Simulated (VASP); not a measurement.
# Tm2CdC2 (P6/mmm) in VASP: notebook, part 2 of 3

VASP 6.6.1. Earlier steps stand in the parts before.

### Step 3. Single point, PBE

This run uses another cell than the first one, of 20.84 Å³/atom.

Input file INCAR:

```
SYSTEM = Tm2CdC2
ALGO = Normal
EDIFF = 1E-6
ENCUT = 600
GGA = PE
GGA_COMPAT = .False.
ISIF = 2
ISMEAR = 0
LASPH = .True.
LCHARG = .False.
LMAXMIX = 6
LREAL = .False.
LWAVE = .False.
NBANDS = 27
NELM = 200
PREC = Accurate
SIGMA = 0.1
```

Input file KPOINTS:

```
k-points
0
Gamma
  6 6 4
  0 0 0
```

Input file POSCAR:

```
Tm2CdC2
1.0
    5.1520271752      0.0000000030      0.0000000000
   -2.5760135902      4.4617864132      0.0000000000
    0.0000000000      0.0000000000      4.5326280909
Tm Cd C
2 1 2
Direct
    0.3333333333      0.6666666667      0.0000000000
    0.6666666667      0.3333333333      0.0000000000
    0.0000000000      0.0000000000      0.5000000000
    0.3333333333      0.6666666667      0.5000000000
    0.6666666667      0.3333333333      0.5000000000
```

Potentials or basis: VASP PAW PBE potentials, release 64 (Tm_3, Cd, C), 4f in core.

Command:

```console
$ cat potpaw_PBE.64/Tm_3/POTCAR potpaw_PBE.64/Cd/POTCAR potpaw_PBE.64/C/POTCAR > POTCAR
$ mpirun -np 1 vasp_std > vasp.out
```

OUTCAR:

```text
SYSTEM = Tm2CdC2
   EDIFF = 1E-6
   ENCUT = 600
   GGA = PE
   ISIF = 2
   ISMEAR = 0
   LASPH = .True.
   LREAL = .False.
   NELM = 200
   PREC = Accurate

 ion  position               nearest neighbor table
   1  0.333  0.667  0.000-   4 2.27   4 2.27   2 2.97   2 2.97   2 2.97   3 3.74   3 3.74   3 3.74
                             3 3.74   3 3.74   3 3.74
   2  0.667  0.333  0.000-   5 2.27   5 2.27   1 2.97   1 2.97   1 2.97   3 3.74   3 3.74   3 3.74
                             3 3.74   3 3.74   3 3.74
   3  0.000  0.000  0.500-   1 3.74   2 3.74   1 3.74   2 3.74   1 3.74   1 3.74   2 3.74   2 3.74
                             2 3.74   2 3.74   1 3.74   1 3.74
   4  0.333  0.667  0.500-   1 2.27   1 2.27
   5  0.667  0.333  0.500-   2 2.27   2 2.27

  LATTYP: Found a hexagonal cell.
 ALAT       =     5.1520271752
 C/A-ratio  =     0.8797756566

  Lattice vectors:

 A1 = (   5.1520271752,   0.0000000030,   0.0000000000)
 A2 = (  -2.5760135902,   4.4617864132,   0.0000000000)
 A3 = (   0.0000000000,   0.0000000000,   4.5326280909)

Analysis of symmetry for initial positions (statically):
=====================================================================
 Subroutine PRICEL returns:
 Original cell was already a primitive cell.

 Routine SETGRP: Setting up the symmetry group for a
 hexagonal supercell.

 Subroutine GETGRP returns: Found 24 space group operations
 (whereof 24 operations were pure point group operations)
 out of a pool of 24 trial point group operations.

The static configuration has the point symmetry D_6h.

Analysis of symmetry for dynamics (positions and initial velocities):
=====================================================================
 Subroutine PRICEL returns:
 Original cell was already a primitive cell.

 Routine SETGRP: Setting up the symmetry group for a
 hexagonal supercell.

 Subroutine GETGRP returns: Found 24 space group operations
 (whereof 24 operations were pure point group operations)
 out of a pool of 24 trial point group operations.

The dynamic configuration has the point symmetry D_6h.

 Subroutine INISYM returns: Found 24 space group operations
 (whereof 24 operations are pure point group operations),
 and found     1 'primitive' translations

----------------------------------------------------------------------------------------

                                     Primitive cell

  volume of cell :     104.1926

  direct lattice vectors                    reciprocal lattice vectors
     5.152027175  0.000000003  0.000000000     0.194098355  0.112062738  0.000000000
    -2.576013590  4.461786413  0.000000000    -0.000000000  0.224125475  0.000000000
     0.000000000  0.000000000  4.532628091     0.000000000  0.000000000  0.220622557

  length of vectors
     5.152027175  5.152027175  4.532628091     0.224125475  0.224125475  0.220622557

  position of ions in fractional coordinates (direct lattice)
     0.333333333  0.666666667  0.000000000
     0.666666667  0.333333333  0.000000000
     0.000000000  0.000000000  0.500000000
     0.333333333  0.666666667  0.500000000
     0.666666667  0.333333333  0.500000000

  ion indices of the primitive-cell ions
   primitive index   ion index
                 1           1
                 2           2
[... 28 lines left out ...]
 Found     21 irreducible k-points:

 Following reciprocal coordinates:
            Coordinates               Weight
  0.000000  0.000000  0.000000      1.000000
  0.166667 -0.000000  0.000000      6.000000
  0.333333 -0.000000  0.000000      6.000000
  0.500000  0.000000  0.000000      3.000000
  0.166667  0.166667  0.000000      6.000000
  0.333333  0.166667  0.000000     12.000000
[... 13 lines left out ...]
  0.333333  0.166667  0.500000     12.000000
  0.333333  0.333333  0.500000      2.000000
   k-points           NKPTS =     21   k-points in BZ     NKDIM =     21   number of bands    NBANDS=     27
   number of dos      NEDOS =    301   number of ions     NIONS =      5
   total plane-waves  NPLWV =  63504
   dimension x,y,z NGX =    42 NGY =   42 NGZ =   36
   dimension x,y,z NGXF=    84 NGYF=   84 NGZF=   72
   ions per type =               2   1   2
   NGX,Y,Z   is equivalent  to a cutoff of  13.55, 13.55, 13.20 a.u.
   NGXF,Y,Z  is equivalent  to a cutoff of  27.11, 27.11, 26.41 a.u.
 SYSTEM =  Tm2CdC2
   PREC   = accura    normal or accurate (medium, high low for compatibility)
   ISTART =      0    job   : 0-new  1-cont  2-samecut
   ICHARG =      2    charge: 1-file 2-atom 10-const
   ISPIN  =      1    spin polarized calculation?
   LNONCOLLINEAR =      F non collinear calculations
   LSORBIT =      F    spin-orbit coupling
   LASPH  =      T    aspherical Exc in radial PAW
   ENCUT  =  600.0 eV  44.10 Ry    6.64 a.u.  10.29 10.29  9.05*2*pi/ulx,y,z
   NELM   =    200;   NELMIN=  2; NELMDL= -5     # of ELM steps
   EDIFF  = 0.1E-05   stopping-criterion for ELM
   LREAL  =      F    real-space projection
   EDIFFG = 0.1E-04   stopping-criterion for IOM
   NSW    =      0    number of steps for IOM
   IBRION =     -1    ionic relax: 0-MD 1-quasi-New 2-CG
   NFREE  =      0    steps in history (QN), initial steepest desc. (CG)
   ISIF   =      2    stress and relaxation
   ISYM   =      2    0-nonsym 1-usesym 2-fastsym
   POTIM  = 0.5000    time-step for ionic-motion
   TEBEG  =    0.0;   TEEND  =   0.0 temperature during run
   PSTRESS=    0.0 pullay stress
   NELECT =      38.0000    total number of electrons
   NUPDOWN=      -1.0000    fix difference up-down
   EMIN   =  10.00;   EMAX   =-10.00  energy-range for DOS
   EFERMI =   0.00;   METHOD = LEGACY
   ISMEAR =     0;   SIGMA  =   0.10  broadening in eV -4-tet -1-fermi 0-gaus
   EFERMI_NEDOS =   21; number of points for ismear=-14 and -15
   IALGO  =     38    algorithm
   IMIX   =      4    mixing-type and parameters
     AMIX     =   0.40;   BMIX     =  1.00
     AMIX_MAG =   1.60;   BMIX_MAG =  1.00
  volume/ion in A,a.u.               =      20.84       140.63
  Fermi-wavevector in a.u.,A,eV,Ry     =   1.169653  2.210324 18.613968  1.368088
  Thomas-Fermi vector in A             =   2.306123
   LORBIT       =      0    0 simple, 1 ext, 2 COOP (PROOUT), +10 PAW based schemes
   GGA     = PE    functional components
   LHFCALC =     F    Hartree Fock is set to
   AEXX    =    0.0000 exact exchange contribution
   IVDW    =     0    specifies the selected vdW correction
   LEPSILON=     F    determine dielectric tensor
   LRPA    =     F    only Hartree local field effects (RPA)
 non-spin polarized calculation
 Gauss-broadening in eV      SIGMA  =   0.10
  energy-cutoff  :      600.00
  volume of cell :      104.19
 maximum number of plane-waves:      3510
 NGX is ok and might be reduce to    42
   NGX = 21   NGY = 21   NGZ = 19

 number of electron      38.0000003 magnetization

 Free energy of the ion-electron system (eV)
  ---------------------------------------------------
  ext. energy  EPLUGINS =         0.00000000
  ---------------------------------------------------
  free energy    TOTEN  =       -20.23044793 eV

  energy without entropy =      -20.22113864  energy(sigma->0) =      -20.22579328

 E-fermi :   2.3168     XC(G=0): -10.0880

 val. band max:        2.3075160604   @ k =   0.1667   0.1667   0.5000
 cond. band min:       2.3888216916   @ k =   0.3333   0.1667   0.0000
 fundamental gap:      0.0813056312
 Fermi energy:         2.3167983178

 k-point     1 :       0.0000    0.0000    0.0000
  band No.  band energies     occupation
      1     -23.1608      2.00000
      2     -23.1608      2.00000
      3     -22.4577      2.00000
      4     -22.3527      2.00000
      5     -22.3527      2.00000
      6     -22.2287      2.00000
[... 619 lines left out ...]
     26       5.7658      0.00000
     27       7.2106      0.00000

------------------------ aborting loop because EDIFF is reached ----------------------------------------

  FORCE on cell =-STRESS in cart. coord.  units (eV):
  Direction    XX          YY          ZZ          XY          YZ          ZX
  --------------------------------------------------------------------------------------
  -------------------------------------------------------------------------------------
  Total        0.3211076      0.3211076      0.9734157     -0.0000000     -0.0000000      0.0000000
  in kB        4.9376932      4.9376932     14.9682813     -0.0000000     -0.0000000      0.0000000
  external PRESSURE =       8.2812226 kB  Pullay stress =       0.0000000 kB

 VOLUME and BASIS-vectors are now :
 -----------------------------------------------------------------------------
  energy-cutoff  :      600.00
  volume of cell :      104.19
      direct lattice vectors                 reciprocal lattice vectors
     5.152027175  0.000000003  0.000000000     0.194098355  0.112062738  0.000000000
    -2.576013590  4.461786413  0.000000000    -0.000000000  0.224125475  0.000000000
     0.000000000  0.000000000  4.532628091     0.000000000  0.000000000  0.220622557

 POSITION                                       TOTAL-FORCE (eV/Angst)
 -----------------------------------------------------------------------------------
     -0.00000      2.97452      0.00000         0.000000      0.000000     -0.000000
      2.57601      1.48726      0.00000        -0.000000     -0.000000     -0.000000
      0.00000      0.00000      2.26631         0.000000     -0.000000     -0.000000
     -0.00000      2.97452      2.26631        -0.000000      0.000000      0.000000
      2.57601      1.48726      2.26631         0.000000     -0.000000     -0.000000
 -----------------------------------------------------------------------------------
    total drift:                               -0.000000      0.000000      0.000000

  FREE ENERGIE OF THE ION-ELECTRON SYSTEM (eV)
  ---------------------------------------------------
  free  energy   TOTEN  =       -20.2304479273 eV

  energy  without entropy=      -20.2211386391  energy(sigma->0) =      -20.22579328
```

stdout:

```text
POSCAR found type information on POSCAR TmCdC
 POSCAR found :  3 types and       5 ions
 scaLAPACK will be used
 LDA part: xc-table for (Slater+PW92), standard interpolation
 POSCAR, INCAR and KPOINTS ok, starting setup
 FFT: planning ... GRIDC
 FFT: planning ... GRID_SOFT
 FFT: planning ... GRID
 WAVECAR not read
 entering main loop
```

Run time: 45 s. Hardware: 1 thread of AMD EPYC 9R45 (Zen 5), shared host; peak memory 0.25 GiB.

Results:

| Item | Value |
| --- | --- |
| Free energy | -20.2304 eV |
| Pressure | 0.8 GPa |
| Band gap on the k mesh | zero (bands 19 and 20 overlap by 1.27 eV) |

Stress tensor (GPa, compression positive):
```
0.49 0.00 0.00
0.00 0.49 0.00
0.00 0.00 1.50
```

Caveat: spin-orbit coupling is left out, which moves the levels of the heavy elements; the 4f electrons are frozen in the core, so they carry no moment and show no levels. Spin polarisation is off, so any magnetic state and its effect on volume and gap are missing.

(Continued in part 3 of 3.)

The gap in the log of VASP goes by the Fermi energy; the results here count the filled bands.